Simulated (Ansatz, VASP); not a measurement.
**One calculation of NaHfO, two programs**

```
Na Hf O
1.0
     3.07970    0.00000    0.00000
     0.00000    3.07970    0.00000
     0.00000    0.00000    5.83299
Na Hf O
1 1 1
Direct
  0.50000 0.50000 0.50000
  0.00000 0.00000 0.00000
  0.50000 0.50000 0.00000
```

Change from the starting cell: species swapped into the MgNiH type (P4/mmm, No. 123).

Alike in both runs: functional PBE; k mesh 6 × 6 × 6; occupations gaussian, width 0.1 eV; no spin polarisation.

Ansatz relaxed the structure, and its values are those at the end. VASP's run is a single point on that final structure, the one shown.

|  | VASP | Ansatz |
| --- | --- | --- |
| version | VASP 6.6.1 | Ansatz 0.2.0 |
| potentials or method | VASP PAW PBE potentials, release 64 (Na_pv, Hf_pv, O), cutoff 520 eV | scalar-relativistic, plane waves, PAW |
| valence electrons in the cell | 23 | 41 |

|  | VASP | Ansatz | Ansatz less VASP |
| --- | --- | --- | --- |
| gap on the k mesh at the Fermi level (eV) | none | none | - |
| pressure (GPa) | -0.8 | 0.3 | +1.02 |

A gap of «none» marks a metal or a gap that the smearing closes. The functional is the same, so the differences come from potentials, cutoffs and numerics. VASP's potentials hold 23 valence electrons a cell and Ansatz's 41, so a difference there can come from the potentials and not from the codes.

Spin-orbit coupling is off throughout.
